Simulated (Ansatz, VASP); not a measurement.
One calculation of BN, two programs

```xyz
2
Lattice="0.0000 3.2929 2.1633 1.1855 0.0000 2.1633 1.1855 3.2929 0.0000" Properties=species:S:1:pos:R:3 pbc="T T T"
B     1.1855    3.2929   -0.0089
N     1.1855    3.2929    2.8934
```

Change from the starting cell: uniaxial_x strain -5.2%.

Alike in both runs: task single point; functional HSE06; k mesh 8 × 8 × 8; no spin polarisation.

```csv
,VASP,Ansatz
version,VASP 6.6.1,Ansatz 0.2.0
potentials or method,"VASP PAW PBE potentials, release 64 (B, N)","plane waves, PAW"
plane-wave cutoff (eV),520,420
occupations,"gaussian, width 0.01 eV",fixed
valence electrons in the cell,8,8
```

Ansatz gave:

* gap on the k mesh at the Fermi level (eV): 4.59
* pressure (GPa): 22.3
* traceless stress, the component that is largest in VASP (GPa): 30.46
* rms of the force components (eV/Å): 0.004

**Question.** Which values does VASP return?

**Answer.** gap on the k mesh at the Fermi level (eV): 4.58; pressure (GPa): 22.5; traceless stress, the component that is largest in VASP (GPa): 30.75; rms of the force components (eV/Å): 0.001.

Atom by atom the forces differ by 0.003 eV/Å (rms over components). Ansatz's warnings: stress exchange threshold loose, stress scf threshold loose.
